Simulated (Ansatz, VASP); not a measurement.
S in VASP and in Ansatz

Contents of INCAR:

```
SYSTEM = S
PREC     = Accurate       ! precision mode
ENCUT    = 520            ! plane-wave cutoff, eV
EDIFF    = 1E-6           ! SCF threshold, eV
ISMEAR   = 0              ! smearing method
SIGMA    = 0.15           ! smearing width, eV
LREAL    = .False.        ! projectors in reciprocal space
LASPH    = .True.         ! aspherical terms in the spheres
NELM     = 100            ! most SCF steps
ALGO     = Normal         ! electronic algorithm
ISIF     = 2              ! what is computed and relaxed
LWAVE    = .False.        ! write WAVECAR
LCHARG   = .False.        ! write CHGCAR
GGA      = PE             ! functional
IVDW     = 12             ! dispersion correction
NBANDS   = 9              ! bands
```

File KPOINTS:

```
Automatic mesh
0
Gamma
  22 22 22
  0 0 0
```

Contents of POSCAR:

```
S
1.0
    0.0000000000      2.1665559963      1.6899136771
    2.1665559963      0.0000000000      1.6899136771
    2.1665559963      2.1665559963      0.0000000000
S
1
Direct
    0.0000000000      0.0000000000      0.0000000000
```

Input for Ansatz:

```yaml
crystal:
  lattice:
    - [0.0, 2.1665559963, 1.6899136771]
    - [2.1665559963, 0.0, 1.6899136771]
    - [2.1665559963, 2.1665559963, 0.0]
  atoms:
    - { symbol: S, position: [0.0, 0.0, 0.0] }
basis:
  ecutwfc: 420
kpoints:
  mp_grid: { grid: [22, 22, 22] }
hamiltonian:
  xc: pbe
  dispersion: d3bj
scf:
  occupations: { method: gaussian, width: 0.15 }
output:
  forces: true
  stress: true
  eigenvalues: true
```

Alike in both runs: task single point; functional PBE; dispersion D3(BJ); k mesh 22 × 22 × 22; occupations gaussian, width 0.15 eV; no spin polarisation.

```csv
,VASP,Ansatz
version,VASP 6.6.1,Ansatz 0.2.0
potentials or method,"VASP PAW PBE potentials, release 64 (S), cutoff 520 eV","scalar-relativistic, plane waves, PAW"
valence electrons in the cell,6,6
```

|  | VASP | Ansatz | Ansatz less VASP |
| --- | --- | --- | --- |
| gap on the k mesh at the Fermi level (eV) | none | none | - |
| pressure (GPa) | -4.3 | -4.1 | +0.13 |
| traceless stress, the component that is largest in VASP (GPa) | -6.75 | -6.74 | +0.008 |

A gap of «none» marks a metal or a gap that the smearing closes.
